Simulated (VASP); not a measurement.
Here is a VASP 6.6.1 calculation.

File INCAR:

```
PREC = Accurate
ENCUT = 520
EDIFF = 1E-7
ISMEAR = 0
SIGMA = 0.15
LREAL = F
LASPH = T
NELM = 80
ALGO = Fast
ISIF = 2
LWAVE = F
LCHARG = T
GGA = PS
LELF = T
LVHAR = T
NBANDS = 14
```

Contents of KPOINTS:

```
Automatic mesh
0
Gamma
  20 20 20
```

The input POSCAR:

```
AlNi
1.0
    1.9809015255     -1.9809227926      0.0000000000
    1.9809015255      1.9809227926      0.0000000000
    0.0000000000      0.0000000000      2.8694088111
Al Ni
1 1
Direct
    0.0000000000      0.0000000000      0.0000000000
    0.5000000000      0.5000000000      0.5000000000
```

Potentials or basis: VASP PAW PBE potentials, release 64 (Al, Ni).

Command:

```console
$ cat potpaw_PBE.64/Al/POTCAR potpaw_PBE.64/Ni/POTCAR > POTCAR
$ mpirun -np 1 vasp_std > vasp.out
```

**Question.** What does it give for the pressure?

**Answer.** 7.7 GPa.

Stress tensor (GPa, compression positive):
```
8.39 0.00 0.00
0.00 8.39 0.00
0.00 0.00 6.42
```

Caveat: the cell differs from its parent crystal (strain -0.0200 x Voigt [1, 1, 0, 0, 0, 0]); the PAW data sets were made with another functional, which shifts forces and pressure a little. Spin polarisation is off, so any magnetic state and its effect on volume and gap are missing.
